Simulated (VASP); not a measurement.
A run of VASP 6.6.1 is set up as follows.

Contents of POSCAR:

```
InAs
1.0
    0.0000000000      2.9922354926      2.9922354926
    2.9922354926      0.0000000000      2.9922354926
    2.9922354926      2.9922354926      0.0000000000
In As
1 1
Direct
    0.0000000000      0.0000000000      0.0000000000
    0.2500000000      0.2500000000      0.2500000000
```

The input INCAR.step1:

```
PREC = Accurate ; ENCUT = 560
ISMEAR = -1 ; SIGMA = 0.02
LREAL = False ; LASPH = True
NELM = 120 ; NBANDS = 21
GGA = PE ; ALGO = Normal
EDIFF = 1E-5 ; LWAVE = True
LCHARG = False ; GGA_COMPAT = False
```

File INCAR.step2:

```
PREC = Accurate ; ENCUT = 560
EDIFF = 1E-6 ; ISMEAR = -1
SIGMA = 0.02 ; LREAL = False
LASPH = True ; NELM = 120
ALGO = Normal ; ISIF = 2
LWAVE = False ; LCHARG = False
METAGGA = R2SCAN ; LMIXTAU = True
NBANDS = 21 ; ISTART = 1
GGA_COMPAT = False
```

Contents of KPOINTS:

```
regular mesh
0
Gamma
  6 6 6
```

Potentials or basis: VASP PAW PBE potentials, release 64 (In_d, As_d).

Command:

```bash
$ cat potpaw_PBE.64/In_d/POTCAR potpaw_PBE.64/As_d/POTCAR > POTCAR
$ cp INCAR.step1 INCAR
$ mpirun -np 1 vasp_std > vasp.out
$ cp INCAR.step2 INCAR
$ mpirun -np 1 vasp_std > vasp.out
```

(1) What does it give for the pressure?

(2) Estimate the band gap on the k mesh.

Answers

(1) 4.1 GPa.

(2) 0.41 eV.

Caveat: the cell stands under pressure; semilocal functionals underestimate gaps, and a narrow one can read as zero; the PAW data sets were made with another functional, which shifts forces and pressure a little; spin-orbit coupling is left out, which moves the levels of the heavy elements.
